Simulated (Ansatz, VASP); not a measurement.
## One calculation of Ti, two programs

The input INCAR:

```
SYSTEM = Ti
  ALGO = Normal
  EDIFF = 1E-6
  EDIFFG = -0.005
  ENCUT = 600
  GGA = PE
  IBRION = 2
  ISIF = 3
  ISMEAR = -1
  LASPH = .True.
  LCHARG = .False.
  LREAL = .False.
  LWAVE = .False.
  NELM = 100
  NSW = 60
  PREC = Accurate
  SIGMA = 0.05
```

KPOINTS

```
k-points
0
Gamma
  14 14 14
  0 0 0
```

POSCAR

```
Ti
1.0
    2.6584757695      0.0000000000      0.0000000000
    0.0000000000      2.6584757695      0.0000000000
    0.0000000000      0.0000000000      2.6584757695
Ti
1
Direct
    0.0000000000      0.0000000000      0.0000000000
```

Input for Ansatz:

```yaml
crystal:
  lattice:
    - [2.6584757695, 0.0, 0.0]
    - [0.0, 2.6584757695, 0.0]
    - [0.0, 0.0, 2.6584757695]
  atoms:
    - { symbol: Ti, position: [0.0, 0.0, 0.0] }
kpoints:
  mp_grid: { grid: [14, 14, 14] }
scf:
  occupations: { method: fermi_dirac, width: 0.05 }
hamiltonian:
  xc: pbe
  pseudopotentials: { kind: paw }
output:
  forces: true
  stress: true
relax:
  f_tol: 0.005
  max_steps: 40
  cell: {}
```

Alike in both runs: task relaxation of cell and atoms; functional PBE; k mesh 14 × 14 × 14; occupations fermi-dirac, width 0.05 eV; no spin polarisation.

|  | VASP | Ansatz |
| --- | --- | --- |
| version | VASP 6.6.1 | Ansatz 0.2.0 |
| potentials or method | VASP PAW PBE potentials, release 64 (Ti_sv) | PAW with Ansatz's default frozen-core files, scalar-relativistic |
| plane-wave cutoff (eV) | 600 | 420 |
| valence electrons in the cell | 12 | 12 |

|  | VASP | Ansatz | Ansatz less VASP |
| --- | --- | --- | --- |
| relaxed volume (Å³/atom) | 18.35 | 18.38 | +0.035 |
| relaxed length of the cell vector where the two differ most in proportion (Å) | 2.637 | 2.639 | +0.0017 |
